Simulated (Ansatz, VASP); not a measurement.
Two plane-wave programs on TiO2

Contents of POSCAR:

```
TiO2
1.0
    2.6176395901     -2.6176454814     -0.0191505320
    2.6176395901      2.6176454814     -0.0191505320
   -2.5823439311      0.0000000000      4.6075967637
Ti O
2 4
Direct
    0.1249948851      0.8750051149      0.2500000000
    0.8750051149      0.1249948851      0.7500000000
    0.3311340192      0.0811285959      0.6622697772
    0.6688659808      0.9188714041      0.3377302228
    0.9188714041      0.6688659808      0.8377302228
    0.0811285959      0.3311340192      0.1622697772
```

The input INCAR.step1:

```
SYSTEM = TiO2
PREC     = Accurate       ! precision mode
ENCUT    = 520            ! plane-wave cutoff, eV
ISMEAR   = 0              ! smearing method
SIGMA    = 0.05           ! smearing width, eV
LREAL    = .FALSE.        ! projectors in reciprocal space
LASPH    = .TRUE.         ! aspherical terms in the spheres
NELM     = 150            ! most SCF steps
LMAXMIX  = 4              ! l up to which the mixer works
LDAU     = .TRUE.         ! DFT+U
LDAUTYPE = 2            
LDAUL    = 2 -1           ! shell
LDAUU    = 4 0            ! U, eV
LDAUJ    = 0 0          
NBANDS   = 33             ! bands
GGA      = PE             ! functional
ALGO     = Normal         ! electronic algorithm
EDIFF    = 1E-4           ! SCF threshold, eV
LWAVE    = .TRUE.         ! write WAVECAR
LCHARG   = .FALSE.        ! write CHGCAR
```

INCAR.step2

```
SYSTEM = TiO2
PREC     = Accurate       ! precision mode
ENCUT    = 520            ! plane-wave cutoff, eV
EDIFF    = 1E-6           ! SCF threshold, eV
ISMEAR   = 0              ! smearing method
SIGMA    = 0.05           ! smearing width, eV
LREAL    = .FALSE.        ! projectors in reciprocal space
LASPH    = .TRUE.         ! aspherical terms in the spheres
NELM     = 150            ! most SCF steps
ALGO     = Normal         ! electronic algorithm
ISIF     = 2              ! what is computed and relaxed
LWAVE    = .FALSE.        ! write WAVECAR
LCHARG   = .TRUE.         ! write CHGCAR
LMAXMIX  = 4              ! l up to which the mixer works
LDAU     = .TRUE.         ! DFT+U
LDAUTYPE = 2            
LDAUL    = 2 -1           ! shell
LDAUU    = 4 0            ! U, eV
LDAUJ    = 0 0          
LDAUPRINT= 1            
METAGGA  = R2SCAN         ! meta-GGA
LMIXTAU  = .TRUE.       
LELF     = .TRUE.         ! ELF
LVHAR    = .TRUE.       
NBANDS   = 33             ! bands
ISTART   = 1
```

File KPOINTS:

```
Automatic mesh
0
G
  6 6 6
  0 0 0
```

Input for Ansatz:

```yaml
crystal:
  lattice:
    - [2.6176395901, -2.6176454814, -0.019150532]
    - [2.6176395901, 2.6176454814, -0.019150532]
    - [-2.5823439311, 0.0, 4.6075967637]
  atoms:
    - { symbol: Ti, position: [0.1249948851, 0.8750051149, 0.25] }
    - { symbol: Ti, position: [0.8750051149, 0.1249948851, 0.75] }
    - { symbol: O, position: [0.3311340192, 0.0811285959, 0.6622697772] }
    - { symbol: O, position: [0.6688659808, 0.9188714041, 0.3377302228] }
    - { symbol: O, position: [0.9188714041, 0.6688659808, 0.8377302228] }
    - { symbol: O, position: [0.0811285959, 0.3311340192, 0.1622697772] }
basis:
  ecutwfc: 500
kpoints:
  mp_grid: { grid: [6, 6, 6] }
hamiltonian:
  xc: r2scan
  hubbard: { sites: [{ species: Ti, l: d, u_eff: 4.0 }] }
scf:
  occupations: { method: gaussian, width: 0.05 }
output:
  forces: true
  stress: true
  eigenvalues: true
```

Change from the starting cell: strain -0.025 along x and y, -0.050 along z, atoms carried along.

Alike in both runs: task single point; functional r2SCAN; k mesh 6 × 6 × 6; occupations gaussian, width 0.05 eV; no spin polarisation; Hubbard terms Ti d U = 4.0 eV.

```csv
,VASP,Ansatz
version,VASP 6.6.1,Ansatz 0.2.0
potentials or method,"VASP PAW PBE potentials, release 64 (Ti_sv, O), cutoff 520 eV","scalar-relativistic, plane waves, PAW"
valence electrons in the cell,48,48
```

```tsv
	VASP	Ansatz	Ansatz less VASP
gap on the k mesh at the Fermi level (eV)	3.54	3.47	-0.071
least direct gap on the mesh (eV)	3.82	3.73	-0.094
pressure (GPa)	35.5	28.6	-6.93
traceless stress, the component that is largest in VASP (GPa)	8.64	8.84	+0.195
rms of the force components (eV/Å)	0.713	0.597	-0.1154
```

VASP's potentials were made for PBE, not for r2SCAN. The programs project onto different local orbitals, so the same U acts differently, and such runs can settle in different states. Atom by atom the forces differ by 0.115 eV/Å (rms over components). The pressures are high and differ by over a tenth, so treat them with care.
